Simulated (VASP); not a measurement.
# C (Fd-3m) in VASP: single point with r2SCAN

Aim: the single point of C with r2SCAN.

All numbers are computed with VASP 6.6.1; they aren't measurements. Logs are shortened: lines on timing, memory, paths and dates and some standing lists are left out, and cuts for length are marked.

## 1. The cell of the first run

The structure is cubic, space group Fd-3m (No. 227). Conventional cell: a = 3.561 Å, b = 3.561 Å, c = 3.561 Å, α = 90.00°, β = 90.00°, γ = 90.00°. C (site symmetry -43m) has 4 C at 1.54 Å within 2.1 Å.

## 2. Single point, r2SCAN

POSCAR reads:

```
C
1.0
    0.0000000000      1.7803725545      1.7803725545
    1.7803725545      0.0000000000      1.7803725545
    1.7803725545      1.7803725545      0.0000000000
C
2
Direct
    0.5000000000      0.5000000000      0.5000000000
    0.7500000000      0.7500000000      0.7500000000
```

INCAR.step1 reads:

```
SYSTEM = C
  PREC = Accurate
  ENCUT = 660
  ISMEAR = 0
  SIGMA = 0.1
  LREAL = .False.
  LASPH = .True.
  NELM = 120
  NBANDS = 11
  GGA = PE
  ALGO = Normal
  EDIFF = 1E-5
  LWAVE = .True.
  LCHARG = .False.
  GGA_COMPAT = .False.
```

INCAR.step2 reads:

```
SYSTEM = C
  PREC = Accurate
  ENCUT = 660
  EDIFF = 1E-6
  ISMEAR = 0
  SIGMA = 0.1
  LREAL = .False.
  LASPH = .True.
  NELM = 120
  ALGO = Normal
  ISIF = 2
  LWAVE = .False.
  LCHARG = .True.
  METAGGA = R2SCAN
  LMIXTAU = .True.
  LELF = .True.
  LVHAR = .True.
  NBANDS = 11
  ISTART = 1
  GGA_COMPAT = .False.
```

KPOINTS reads:

```
regular mesh
0
Gamma
  8 8 8
  0 0 0
```

Potentials or basis: VASP PAW PBE potentials, release 64 (C).

Command:

```bash
$ cat potpaw_PBE.64/C/POTCAR > POTCAR
$ cp INCAR.step1 INCAR
$ mpirun -np 1 vasp_std > vasp.out
$ cp INCAR.step2 INCAR
$ mpirun -np 1 vasp_std > vasp.out
```

OUTCAR:

```text
SYSTEM = C
   PREC = Accurate
   ENCUT = 660
   EDIFF = 1E-6
   ISMEAR = 0
   LREAL = .False.
   LASPH = .True.
   NELM = 120
   ISIF = 2
   METAGGA = R2SCAN
   ISTART = 1

 ion  position               nearest neighbor table
   1  0.500  0.500  0.500-   2 1.54   2 1.54   2 1.54   2 1.54
   2  0.750  0.750  0.750-   1 1.54   1 1.54   1 1.54   1 1.54

  LATTYP: Found a face centered cubic cell.
 ALAT       =     3.5607451090

  Lattice vectors:

 A1 = (   0.0000000000,   1.7803725545,   1.7803725545)
 A2 = (   1.7803725545,   0.0000000000,   1.7803725545)
 A3 = (   1.7803725545,   1.7803725545,   0.0000000000)

Analysis of symmetry for initial positions (statically):
=====================================================================
 Subroutine PRICEL returns:
 Original cell was already a primitive cell.

 Routine SETGRP: Setting up the symmetry group for a
 face centered cubic supercell.

 Subroutine GETGRP returns: Found 48 space group operations
 (whereof 24 operations were pure point group operations)
 out of a pool of 48 trial point group operations.

The static configuration has the point symmetry T_d .
 The point group associated with its full space group is O_h .

Analysis of symmetry for dynamics (positions and initial velocities):
=====================================================================
 Subroutine PRICEL returns:
 Original cell was already a primitive cell.

 Routine SETGRP: Setting up the symmetry group for a
 face centered cubic supercell.

 Subroutine GETGRP returns: Found 48 space group operations
 (whereof 24 operations were pure point group operations)
 out of a pool of 48 trial point group operations.

The dynamic configuration has the point symmetry T_d .
 The point group associated with its full space group is O_h .

 Subroutine INISYM returns: Found 48 space group operations
 (whereof 24 operations are pure point group operations),
 and found     1 'primitive' translations

----------------------------------------------------------------------------------------

                                     Primitive cell

  volume of cell :      11.2866

  direct lattice vectors                    reciprocal lattice vectors
     0.000000000  1.780372554  1.780372554    -0.280840096  0.280840096  0.280840096
[... 86 lines left out ...]
   EDIFF  = 0.1E-05   stopping-criterion for ELM
   LREAL  =      F    real-space projection
   EDIFFG = 0.1E-04   stopping-criterion for IOM
   NSW    =      0    number of steps for IOM
   IBRION =     -1    ionic relax: 0-MD 1-quasi-New 2-CG
   NFREE  =      0    steps in history (QN), initial steepest desc. (CG)
   ISIF   =      2    stress and relaxation
   ISYM   =      2    0-nonsym 1-usesym 2-fastsym
   POTIM  = 0.5000    time-step for ionic-motion
   TEBEG  =    0.0;   TEEND  =   0.0 temperature during run
   PSTRESS=    0.0 pullay stress
   NELECT =       8.0000    total number of electrons
   NUPDOWN=      -1.0000    fix difference up-down
   EMIN   =  10.00;   EMAX   =-10.00  energy-range for DOS
   EFERMI =   0.00;   METHOD = LEGACY
   ISMEAR =     0;   SIGMA  =   0.10  broadening in eV -4-tet -1-fermi 0-gaus
   EFERMI_NEDOS =   21; number of points for ismear=-14 and -15
   IALGO  =     38    algorithm
   IMIX   =      4    mixing-type and parameters
     AMIX     =   0.40;   BMIX     =  1.00
     AMIX_MAG =   1.60;   BMIX_MAG =  1.00
  volume/ion in A,a.u.               =       5.64        38.08
  Fermi-wavevector in a.u.,A,eV,Ry     =   1.459656  2.758350 28.988525  2.130596
  Thomas-Fermi vector in A             =   2.576198
   LORBIT       =      0    0 simple, 1 ext, 2 COOP (PROOUT), +10 PAW based schemes
   METAGGA = R2SCAN    functional components
   LHFCALC =     F    Hartree Fock is set to
   AEXX    =    0.0000 exact exchange contribution
   IVDW    =     0    specifies the selected vdW correction
   LEPSILON=     F    determine dielectric tensor
   LRPA    =     F    only Hartree local field effects (RPA)
 non-spin polarized calculation
 Gauss-broadening in eV      SIGMA  =   0.10
  energy-cutoff  :      660.00
  volume of cell :       11.29
 maximum number of plane-waves:       445
 NGX is ok and might be reduce to    24
   NGX = 11   NGY = 11   NGZ = 11

 number of electron       8.0000000 magnetization

 Free energy of the ion-electron system (eV)
  ---------------------------------------------------
  ext. energy  EPLUGINS =         0.00000000
  ---------------------------------------------------
  free energy    TOTEN  =       -19.66830714 eV

  energy without entropy =      -19.66830714  energy(sigma->0) =      -19.66830714

 E-fermi :  10.3553     XC(G=0): -14.2844

 val. band max:        9.7836202944   @ k =   0.0000   0.0000   0.0000
 cond. band min:      14.1220627097   @ k =   0.3750   0.3750   0.0000
 fundamental gap:      4.3384424153
 Fermi energy:        10.3553211708

 k-point     1 :       0.0000    0.0000    0.0000
  band No.  band energies     occupation
      1     -12.9800      2.00000
      2       9.7836      2.00000
      3       9.7836      2.00000
      4       9.7836      2.00000
      5      15.6334      0.00000
      6      15.6334      0.00000
      7      15.6334      0.00000
      8      23.7217      0.00000
      9      30.2513      0.00000
     10      37.2290      0.00000
     11      37.2290      0.00000
[... 309 lines left out ...]
 k-point    24 :      -0.3750    0.2500    0.1250
  band No.  band energies     occupation
      1      -5.9339      2.00000
      2      -3.2872      2.00000
      3       3.0496      2.00000
      4       4.8050      2.00000
      5      18.5685      0.00000
      6      19.6996      0.00000
      7      23.5833      0.00000
      8      25.5890      0.00000
      9      29.1659      0.00000
     10      35.1915      0.00000
     11      37.4681      0.00000

 [... further k-points ...]
[... 5 lines left out ...]
  --------------------------------------------------------------------------------------
  -------------------------------------------------------------------------------------
  Total       -0.0024723     -0.0024723     -0.0024723      0.0000000      0.0000000      0.0000000
  in kB       -0.3509521     -0.3509521     -0.3509521      0.0000000      0.0000000      0.0000000
  external PRESSURE =      -0.3509521 kB  Pullay stress =       0.0000000 kB

 VOLUME and BASIS-vectors are now :
 -----------------------------------------------------------------------------
  energy-cutoff  :      660.00
  volume of cell :       11.29
      direct lattice vectors                 reciprocal lattice vectors
     0.000000000  1.780372554  1.780372554    -0.280840096  0.280840096  0.280840096
     1.780372554  0.000000000  1.780372554     0.280840096 -0.280840096  0.280840096
     1.780372554  1.780372554  0.000000000     0.280840096  0.280840096 -0.280840096

 POSITION                                       TOTAL-FORCE (eV/Angst)
 -----------------------------------------------------------------------------------
      1.78037      1.78037      1.78037         0.000000      0.000000      0.000000
      2.67056      2.67056      2.67056        -0.000000     -0.000000     -0.000000
 -----------------------------------------------------------------------------------
    total drift:                                0.000000      0.000000      0.000000

  FREE ENERGIE OF THE ION-ELECTRON SYSTEM (eV)
  ---------------------------------------------------
  free  energy   TOTEN  =       -19.6683071394 eV

  energy  without entropy=      -19.6683071394  energy(sigma->0) =      -19.66830714
```

OUTCAR.step1:

```text
SYSTEM = C
   PREC = Accurate
   ENCUT = 660
   ISMEAR = 0
   LREAL = .False.
[... 561 lines left out ...]
      1.78037      1.78037      1.78037        -0.000000     -0.000000     -0.000000
      2.67056      2.67056      2.67056         0.000000      0.000000      0.000000
 -----------------------------------------------------------------------------------
    total drift:                                0.000000      0.000000      0.000000

  FREE ENERGIE OF THE ION-ELECTRON SYSTEM (eV)
  ---------------------------------------------------
  free  energy   TOTEN  =       -18.1922065834 eV

  energy  without entropy=      -18.1922065834  energy(sigma->0) =      -18.19220658
```

OSZICAR.step1:

```text
N       E                     dE             d eps       ncg     rms          rms(c)
DAV:   1     0.581428339292E+01    0.58143E+01   -0.53043E+03   670   0.836E+02
DAV:   2    -0.182872533397E+02   -0.24102E+02   -0.23213E+02   809   0.148E+02
DAV:   3    -0.188383029123E+02   -0.55105E+00   -0.54901E+00   760   0.167E+01
DAV:   4    -0.188392444554E+02   -0.94154E-03   -0.94151E-03   697   0.823E-01
DAV:   5    -0.188392455261E+02   -0.10707E-05   -0.10705E-05   719   0.280E-02    0.556E+00
DAV:   6    -0.183538111824E+02    0.48543E+00   -0.25345E-01   659   0.355E+00    0.332E+00
DAV:   7    -0.181903393842E+02    0.16347E+00   -0.31033E-01   671   0.398E+00    0.757E-01
DAV:   8    -0.181921464006E+02   -0.18070E-02   -0.86796E-03   671   0.702E-01    0.434E-02
DAV:   9    -0.181921856569E+02   -0.39256E-04   -0.60846E-05   739   0.631E-02    0.242E-02
DAV:  10    -0.181922065325E+02   -0.20876E-04   -0.15476E-05   677   0.347E-02    0.522E-03
DAV:  11    -0.181922065834E+02   -0.50937E-07   -0.24770E-07   325   0.460E-03
   1 F= -.18192207E+02 E0= -.18192207E+02  d E =-.850044E-11
```

Run time: 36 s. Hardware: 1 thread of Intel Xeon 8259CL, shared host; peak memory 0.13 GiB.

What came out:

```yaml
Free_energy: -19.6683 eV
Pressure: 0.0 GPa
Band_gap_on_the_k_mesh: 4.34 eV (least direct gap 5.85 eV)
```

Caveat: the PAW data sets were made with another functional, which shifts forces and pressure a little. A k mesh can miss the band edges.
